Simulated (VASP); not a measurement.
Here is a VASP 6.6.1 calculation.

The input INCAR:

```
PREC     = Accurate       # precision mode
ENCUT    = 520            # plane-wave cutoff, eV
EDIFF    = 1E-8           # SCF threshold, eV
ISMEAR   = -1             # smearing method
SIGMA    = 0.08           # smearing width, eV
LREAL    = False          # projectors in reciprocal space
LASPH    = True           # aspherical terms in the spheres
NELM     = 60             # most SCF steps
ALGO     = Normal         # electronic algorithm
ISIF     = 2              # what is computed and relaxed
LWAVE    = False          # write WAVECAR
LCHARG   = True           # write CHGCAR
NBANDS   = 14             # bands
IBRION   = 8              # ionic algorithm
NSW      = 1              # ionic steps
```

The input KPOINTS:

```
regular mesh
0
Gamma
  12 12 12
```

File POSCAR:

```
AlNi
1.0
    2.8187826112      0.0000000000      0.0000000000
    0.0000000000      2.8187826112      0.0000000000
    0.0000000000      0.0000000000      2.8187826112
Al Ni
1 1
Direct
    0.0000000000      0.0000000000      0.0000000000
    0.5000000000      0.5000000000      0.5000000000
```

Potentials or basis: VASP PAW LDA potentials, release 64 (Al, Ni).

Run with:

```sh
$ cat potpaw_LDA.64/Al/POTCAR potpaw_LDA.64/Ni/POTCAR > POTCAR
$ mpirun -np 1 vasp_std > vasp.out
```

**Question.** Estimate the highest phonon frequency at Γ.

**Answer.** 318 cm⁻¹.

Phonon frequencies in cm⁻¹ (negative: imaginary):
```csv
q point,frequencies
"(0.000, 0.000, 0.000)",0 0 0 318 318 318
```

Caveat: the cell stands under pressure or tension, which shifts response properties. Spin polarisation is off, so any magnetic state and its effect on volume and gap are missing.
